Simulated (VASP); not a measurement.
A run of VASP 6.6.1 is set up as follows.

The input POSCAR:

```
ZnS
1.0
    0.0000000000      2.7020000000      2.7020000000
    2.7020000000      0.0000000000      2.7020000000
    2.7020000000      2.7020000000      0.0000000000
Zn S
1 1
Direct
    0.7500000000      0.7500000000      0.7500000000
    0.0000000000      0.0000000000      0.0000000000
```

The input INCAR.step1:

```
ALGO = Normal ; EDIFF = 1E-5
ENCUT = 520 ; GGA = PE
ISIF = 2 ; ISMEAR = -1
LASPH = True ; LCHARG = False
LREAL = False ; LWAVE = True
NBANDS = 16 ; NELM = 60
PREC = Accurate ; SIGMA = 0.05
```

File INCAR.step2:

```
AEXX = 0.25 ; ALGO = Normal
EDIFF = 1E-6 ; ENCUT = 520
GGA = PE ; HFSCREEN = 0.3
ISIF = 2 ; ISMEAR = -1
ISTART = 1 ; LASPH = True
LCHARG = False ; LHFCALC = True
LREAL = False ; LWAVE = False
NBANDS = 16 ; NELM = 60
PREC = Accurate ; PRECFOCK = Normal
SIGMA = 0.05
```

File KPOINTS:

```
k-points
0
Gamma
  5 5 5
```

Potentials or basis: VASP PAW PBE potentials, release 64 (Zn, S).

Run with:

```bash
$ cat potpaw_PBE.64/Zn/POTCAR potpaw_PBE.64/S/POTCAR > POTCAR
$ cp INCAR.step1 INCAR
$ mpirun -np 1 vasp_std > vasp.out
$ cp INCAR.step2 INCAR
$ mpirun -np 1 vasp_std > vasp.out
```

(1) Predict the band gap on the k mesh.

(2) Predict the pressure.

## Answers

(1) 3.12 eV.

(2) 1.1 GPa.

Caveat: the PAW data sets were made with another functional, which shifts forces and pressure a little.
